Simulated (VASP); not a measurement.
# Ge in VASP: notebook

Runs on Ge. Level: PBE. Tasks: single point.

Program: VASP 6.6.1. These are calculated values, not measurements. Logs are shortened: lines on timing, memory, paths and dates and some standing lists are left out, and cuts for length are marked.

### Step 1. The cell of the first run

The cell holds a slab with vacuum, 8 atoms: a = 4.074 Å, b = 4.074 Å, c = 25.810 Å, α = 90.00°, β = 90.00°, γ = 120.00°.

### Step 2. Single point, PBE

INCAR

```
SYSTEM = Ge
  PREC = Accurate
  ENCUT = 520
  EDIFF = 1E-6
  ISMEAR = 0
  SIGMA = 0.1
  LREAL = .FALSE.
  LASPH = .TRUE.
  NELM = 60
  ALGO = Normal
  ISIF = 2
  LWAVE = .FALSE.
  LCHARG = .TRUE.
  LDIPOL = .TRUE.
  IDIPOL = 3
  DIPOL = 0.5 0.5 0.500
  GGA = PE
  LELF = .TRUE.
  LVHAR = .TRUE.
  LVACPOTAV = .TRUE.
  NBANDS = 66
```

KPOINTS

```
regular mesh
0
G
  9 9 1
  0 0 0
```

POSCAR

```
Ge
1.0
    4.0736913413      0.0000000000      0.0000000000
   -2.0368456706      3.5279201887      0.0000000000
    0.0000000000      0.0000000000     25.8100039188
Ge
8
Direct
    0.3333333333      0.6666666667      0.2905850004
    0.0000000000      0.0000000000      0.3228026927
    0.0000000000      0.0000000000      0.4194557694
    0.6666666667      0.3333333333      0.4516734616
    0.6666666667      0.3333333333      0.5483265384
    0.3333333333      0.6666666667      0.5805442306
    0.3333333333      0.6666666667      0.6771973073
    0.0000000000      0.0000000000      0.7094149996
```

Potentials or basis: VASP PAW PBE potentials, release 64 (Ge_d).

Run with:

```bash
$ cat potpaw_PBE.64/Ge_d/POTCAR > POTCAR
$ mpirun -np 1 vasp_std > vasp.out
```

OUTCAR:

```text
SYSTEM = Ge
   PREC = Accurate
   ENCUT = 520
   EDIFF = 1E-6
   ISMEAR = 0
   LREAL = .FALSE.
   LASPH = .TRUE.
   NELM = 60
   ISIF = 2
   GGA = PE

 ion  position               nearest neighbor table
   1  0.333  0.667  0.291-   2 2.49   2 2.49   2 2.49
   2  0.000  0.000  0.323-   3 2.49   1 2.49   1 2.49   1 2.49
   3  0.000  0.000  0.419-   4 2.49   2 2.49   4 2.49   4 2.49
   4  0.667  0.333  0.452-   3 2.49   3 2.49   3 2.49   5 2.49
   5  0.667  0.333  0.548-   6 2.49   6 2.49   6 2.49   4 2.49
   6  0.333  0.667  0.581-   5 2.49   5 2.49   7 2.49   5 2.49
   7  0.333  0.667  0.677-   6 2.49   8 2.49   8 2.49   8 2.49
   8  0.000  0.000  0.709-   7 2.49   7 2.49   7 2.49

  LATTYP: Found a hexagonal cell.
 ALAT       =     4.0736913413
 C/A-ratio  =     6.3357779852

  Lattice vectors:

 A1 = (   4.0736913413,   0.0000000000,   0.0000000000)
 A2 = (  -2.0368456706,   3.5279201887,   0.0000000000)
 A3 = (   0.0000000000,   0.0000000000,  25.8100039188)

Analysis of symmetry for initial positions (statically):
=====================================================================
 Subroutine PRICEL returns:
 Original cell was already a primitive cell.

 Routine SETGRP: Setting up the symmetry group for a
 hexagonal supercell.

 Subroutine GETGRP returns: Found 12 space group operations
 (whereof  6 operations were pure point group operations)
 out of a pool of 24 trial point group operations.

The static configuration has the point symmetry C_3v.
 The point group associated with its full space group is D_3d.

Analysis of symmetry for dynamics (positions and initial velocities):
=====================================================================
 Subroutine PRICEL returns:
 Original cell was already a primitive cell.

 Routine SETGRP: Setting up the symmetry group for a
 hexagonal supercell.

 Subroutine GETGRP returns: Found 12 space group operations
 (whereof  6 operations were pure point group operations)
 out of a pool of 24 trial point group operations.

The dynamic configuration has the point symmetry C_3v.
 The point group associated with its full space group is D_3d.

 Subroutine INISYM returns: Found 12 space group operations
 (whereof  6 operations are pure point group operations),
 and found     1 'primitive' translations

[... 99 lines left out ...]
   ISIF   =      2    stress and relaxation
   ISYM   =      2    0-nonsym 1-usesym 2-fastsym
   POTIM  = 0.5000    time-step for ionic-motion
   TEBEG  =    0.0;   TEEND  =   0.0 temperature during run
   PSTRESS=    0.0 pullay stress
   NELECT =     112.0000    total number of electrons
   NUPDOWN=      -1.0000    fix difference up-down
   EMIN   =  10.00;   EMAX   =-10.00  energy-range for DOS
   EFERMI =   0.00;   METHOD = LEGACY
   ISMEAR =     0;   SIGMA  =   0.10  broadening in eV -4-tet -1-fermi 0-gaus
   EFERMI_NEDOS =   21; number of points for ismear=-14 and -15
   IALGO  =     38    algorithm
   IMIX   =      4    mixing-type and parameters
     AMIX     =   0.40;   BMIX     =  1.00
     AMIX_MAG =   1.60;   BMIX_MAG =  1.00
  volume/ion in A,a.u.               =      46.37       312.90
  Fermi-wavevector in a.u.,A,eV,Ry     =   1.098287  2.075462 16.411816  1.206234
  Thomas-Fermi vector in A             =   2.234662
   LORBIT       =      0    0 simple, 1 ext, 2 COOP (PROOUT), +10 PAW based schemes
   GGA     = PE    functional components
   LHFCALC =     F    Hartree Fock is set to
   AEXX    =    0.0000 exact exchange contribution
   IVDW    =     0    specifies the selected vdW correction
   LEPSILON=     F    determine dielectric tensor
   LRPA    =     F    only Hartree local field effects (RPA)
 non-spin polarized calculation
 Gauss-broadening in eV      SIGMA  =   0.10
  energy-cutoff  :      520.00
  volume of cell :      370.93
 maximum number of plane-waves:     10057
   NGX = 15   NGY = 15   NGZ = 95

 dipolmoment           0.000000      0.000000     -0.000000 electrons x Angstroem

 number of electron     111.9999911 magnetization

 dipolmoment           0.000000      0.000000      0.000000 electrons x Angstroem

 Free energy of the ion-electron system (eV)
  ---------------------------------------------------
  ext. energy  EPLUGINS =         0.00000000
  ---------------------------------------------------
  free energy    TOTEN  =       -34.22769782 eV

  energy without entropy =      -34.18347684  energy(sigma->0) =      -34.20558733

 E-fermi :  -0.1187     XC(G=0):  -5.5406

 val. band max:       -0.1212887804   @ k =   0.1111   0.1111   0.0000
 cond. band min:      -0.1069983452   @ k =   0.3333   0.2222   0.0000
 fundamental gap:      0.0142904352
 Fermi energy:        -0.1187305299

 k-point     1 :       0.0000    0.0000    0.0000
  band No.  band energies     occupation
      1     -24.7069      2.00000
      2     -24.7069      2.00000
      3     -24.6975      2.00000
      4     -24.6975      2.00000
      5     -24.6842      2.00000
      6     -24.6546      2.00000
[... 817 lines left out ...]
     65       5.7590      0.00000
     66       5.7821      0.00000

------------------------ aborting loop because EDIFF is reached ----------------------------------------

  FORCE on cell =-STRESS in cart. coord.  units (eV):
  Direction    XX          YY          ZZ          XY          YZ          ZX
  --------------------------------------------------------------------------------------
  -------------------------------------------------------------------------------------
  Total       -0.1323531     -0.1323531      1.5100958     -0.0000000      0.0000000     -0.0000000
  in kB       -0.5716759     -0.5716759      6.5225907     -0.0000000      0.0000000     -0.0000000
  external PRESSURE =       1.7930796 kB  Pullay stress =       0.0000000 kB

 VOLUME and BASIS-vectors are now :
 -----------------------------------------------------------------------------
  energy-cutoff  :      520.00
  volume of cell :      370.93
      direct lattice vectors                 reciprocal lattice vectors
     4.073691341  0.000000000  0.000000000     0.245477606  0.141726562  0.000000000
    -2.036845671  3.527920189  0.000000000     0.000000000  0.283453124  0.000000000
     0.000000000  0.000000000 25.810003919     0.000000000  0.000000000  0.038744667

 POSITION                                       TOTAL-FORCE (eV/Angst)
 -----------------------------------------------------------------------------------
     -0.00000      2.35195      7.50000        -0.000000      0.000000      0.106564
      0.00000      0.00000      8.33154        -0.000000      0.000000     -0.374387
      0.00000      0.00000     10.82616        -0.000000     -0.000000      0.215259
      2.03685      1.17597     11.65769         0.000000     -0.000000     -0.082205
      2.03685      1.17597     14.15231        -0.000000      0.000000      0.082205
     -0.00000      2.35195     14.98385         0.000000      0.000000     -0.215259
     -0.00000      2.35195     17.47847         0.000000      0.000000      0.374387
      0.00000      0.00000     18.31000         0.000000     -0.000000     -0.106564
 -----------------------------------------------------------------------------------
    total drift:                                0.000000     -0.000000     -0.000000

  FREE ENERGIE OF THE ION-ELECTRON SYSTEM (eV)
  ---------------------------------------------------
  free  energy   TOTEN  =       -34.2276978198 eV

  energy  without entropy=      -34.1834768381  energy(sigma->0) =      -34.20558733

 vacuum level on the upper side and lower side of the slab         4.540         4.540
```

stdout:

```text
POSCAR found type information on POSCAR Ge
 POSCAR found :  1 types and       8 ions
 scaLAPACK will be used
 LDA part: xc-table for (Slater+PW92), standard interpolation
 POSCAR, INCAR and KPOINTS ok, starting setup
 FFT: planning ... GRIDC
 FFT: planning ... GRID_SOFT
 FFT: planning ... GRID
 WAVECAR not read
 entering main loop
 -----------------------------------------------------------------------------
|                                                                             |
|           W    W    AA    RRRRR   N    N  II  N    N   GGGG   !!!           |
|           W    W   A  A   R    R  NN   N  II  NN   N  G    G  !!!           |
|           W    W  A    A  R    R  N N  N  II  N N  N  G       !!!           |
|           W WW W  AAAAAA  RRRRR   N  N N  II  N  N N  G  GGG   !            |
|           WW  WW  A    A  R   R   N   NN  II  N   NN  G    G                |
|           W    W  A    A  R    R  N    N  II  N    N   GGGG   !!!           |
|                                                                             |
|     Did not find any points to average over, which means that no vacuum     |
|     field-free region was found. Please increase the size of  your cell     |
|     in the dimension of the dipole correction to obtain accurate            |
|     workfunction values.                                                    |
|                                                                             |
 -----------------------------------------------------------------------------
```

Wall time 4 min (1 thread of AMD EPYC 9R45 (Zen 5), shared host); peak memory 0.48 GiB.

What came out:

| Property | Result |
| --- | --- |
| Free energy | -34.2277 eV |
| Largest force | 0.374 eV/Å |
| Band gap on the k mesh | zero (bands 56 and 57 overlap by 0.28 eV) |

Forces in eV/Å, atoms in the order of the input:
```
Ge   0.000  0.000  0.107
Ge   0.000  0.000 -0.374
Ge   0.000  0.000  0.215
Ge   0.000  0.000 -0.082
Ge   0.000  0.000  0.082
Ge   0.000  0.000 -0.215
Ge   0.000  0.000  0.374
Ge   0.000  0.000 -0.107
```

### Step 3. Single point, PBE

INCAR

```
SYSTEM = Ge
PREC = Accurate
ENCUT = 520
EDIFF = 1E-6
ISMEAR = 0
SIGMA = 0.1
LREAL = .FALSE.
LASPH = .TRUE.
NELM = 100
ALGO = Normal
ISIF = 2
LWAVE = .FALSE.
LCHARG = .FALSE.
LDIPOL = .TRUE.
IDIPOL = 3
DIPOL = 0.5 0.5 0.500
GGA = PE
NBANDS = 66
```

KPOINTS is that of step 2.

POSCAR

```
Ge
1.0
    4.0736913413      0.0000000000      0.0000000000
   -2.0368456706      3.5279201887      0.0000000000
    0.0000000000      0.0000000000     25.8100039188
Ge
8
Direct
    0.3333333333      0.6666666667      0.2894189757
    0.0000000000      0.0000000000      0.3199364196
    0.0000000000      0.0000000000      0.4191579257
    0.6666666667      0.3333333333      0.4510829026
    0.6666666667      0.3333333333      0.5489170999
    0.3333333333      0.6666666667      0.5808420676
    0.3333333333      0.6666666667      0.6800635757
    0.0000000000      0.0000000000      0.7105810332
```

Potentials or basis: VASP PAW PBE potentials, release 64 (Ge_d).

Run with:

```bash
$ cat potpaw_PBE.64/Ge_d/POTCAR > POTCAR
$ mpirun -np 1 vasp_std > vasp.out
```

OUTCAR:

```text
SYSTEM = Ge
   PREC = Accurate
   ENCUT = 520
   EDIFF = 1E-6
   ISMEAR = 0
   LREAL = .FALSE.
   LASPH = .TRUE.
   NELM = 100
   ISIF = 2
   GGA = PE

 ion  position               nearest neighbor table
   1  0.333  0.667  0.289-   2 2.48   2 2.48   2 2.48
   2  0.000  0.000  0.320-   1 2.48   1 2.48   1 2.48   3 2.56
   3  0.000  0.000  0.419-   4 2.49   4 2.49   4 2.49   2 2.56
   4  0.667  0.333  0.451-   3 2.49   3 2.49   3 2.49   5 2.53
   5  0.667  0.333  0.549-   6 2.49   6 2.49   6 2.49   4 2.53
   6  0.333  0.667  0.581-   5 2.49   5 2.49   5 2.49   7 2.56
   7  0.333  0.667  0.680-   8 2.48   8 2.48   8 2.48   6 2.56
   8  0.000  0.000  0.711-   7 2.48   7 2.48   7 2.48

  LATTYP: Found a hexagonal cell.
 ALAT       =     4.0736913413
 C/A-ratio  =     6.3357779852

  Lattice vectors:

 A1 = (   4.0736913413,   0.0000000000,   0.0000000000)
 A2 = (  -2.0368456706,   3.5279201887,   0.0000000000)
 A3 = (   0.0000000000,   0.0000000000,  25.8100039188)

[... 187 lines left out ...]
  band No.  band energies     occupation
      1     -24.6587      2.00000
      2     -24.6587      2.00000
      3     -24.6499      2.00000
      4     -24.6499      2.00000
      5     -24.6333      2.00000
      6     -24.6031      2.00000
[... 817 lines left out ...]
     65       5.7976      0.00000
     66       5.8161      0.00000

------------------------ aborting loop because EDIFF is reached ----------------------------------------

 vacuum level on the upper side and lower side of the slab       (xc-potential included)        -0.144        -0.144

  FORCE on cell =-STRESS in cart. coord.  units (eV):
  Direction    XX          YY          ZZ          XY          YZ          ZX
  --------------------------------------------------------------------------------------
  -------------------------------------------------------------------------------------
  Total        0.1221528      0.1221528      0.0267131      0.0000000      0.0000000      0.0000000
  in kB        0.5276173      0.5276173      0.1153824      0.0000000      0.0000000      0.0000000
  external PRESSURE =       0.3902057 kB  Pullay stress =       0.0000000 kB

 VOLUME and BASIS-vectors are now :
 -----------------------------------------------------------------------------
  energy-cutoff  :      520.00
  volume of cell :      370.93
      direct lattice vectors                 reciprocal lattice vectors
     4.073691341  0.000000000  0.000000000     0.245477606  0.141726562  0.000000000
    -2.036845671  3.527920189  0.000000000     0.000000000  0.283453124  0.000000000
     0.000000000  0.000000000 25.810003919     0.000000000  0.000000000  0.038744667

 POSITION                                       TOTAL-FORCE (eV/Angst)
 -----------------------------------------------------------------------------------
     -0.00000      2.35195      7.46990        -0.000000     -0.000000     -0.008226
      0.00000      0.00000      8.25756         0.000000      0.000000      0.009317
      0.00000      0.00000     10.81847        -0.000000      0.000000     -0.015747
      2.03685      1.17597     11.64245        -0.000000      0.000000     -0.005417
      2.03685      1.17597     14.16755         0.000000      0.000000      0.005417
     -0.00000      2.35195     14.99154         0.000000     -0.000000      0.015747
     -0.00000      2.35195     17.55244        -0.000000     -0.000000     -0.009317
      0.00000      0.00000     18.34010        -0.000000      0.000000      0.008226
 -----------------------------------------------------------------------------------
    total drift:                                0.000000     -0.000000      0.001046

  FREE ENERGIE OF THE ION-ELECTRON SYSTEM (eV)
  ---------------------------------------------------
  free  energy   TOTEN  =       -34.2508318658 eV

  energy  without entropy=      -34.2128172921  energy(sigma->0) =      -34.23182458

 vacuum level on the upper side and lower side of the slab         4.416         4.416
```

OSZICAR:

```text
N       E                     dE             d eps       ncg     rms          rms(c)
DAV:   1     0.130756040679E+04    0.13076E+04   -0.56500E+04  1938   0.355E+03
DAV:   2     0.213994830722E+03   -0.10936E+04   -0.10610E+04  1712   0.952E+02
DAV:   3    -0.138268307080E+02   -0.22782E+03   -0.22125E+03  2016   0.245E+02
[... 15 lines left out ...]
DAV:  19    -0.342507829290E+02   -0.48368E-04   -0.24147E-06  1216   0.477E-02    0.912E-04
DAV:  20    -0.342508142000E+02   -0.31271E-04   -0.17299E-06  1116   0.250E-02    0.563E-04
DAV:  21    -0.342508272397E+02   -0.13040E-04   -0.12106E-06  1138   0.126E-02    0.327E-04
DAV:  22    -0.342508312347E+02   -0.39950E-05   -0.40300E-07  1112   0.105E-02    0.172E-04
DAV:  23    -0.342508318658E+02   -0.63111E-06   -0.12629E-07  1008   0.533E-03
   1 F= -.34250832E+02 E0= -.34231825E+02  d E =-.380146E-01
```

It took 3.8 min on 1 thread of AMD EPYC 9R45 (Zen 5), shared host; peak memory 0.49 GiB.

Results:

```yaml
Free_energy: -34.2508 eV
Largest_force: 0.016 eV/Å
Band_gap_on_the_k_mesh: zero (bands 56 and 57 overlap by 0.18 eV)
```

Forces in eV/Å, atoms in the order of the input:
```
Ge   0.000  0.000 -0.008
Ge   0.000  0.000  0.009
Ge   0.000  0.000 -0.016
Ge   0.000  0.000 -0.005
Ge   0.000  0.000  0.005
Ge   0.000  0.000  0.016
Ge   0.000  0.000 -0.009
Ge   0.000  0.000  0.008
```

The gap in the log of VASP goes by the Fermi energy; the results here count the filled bands.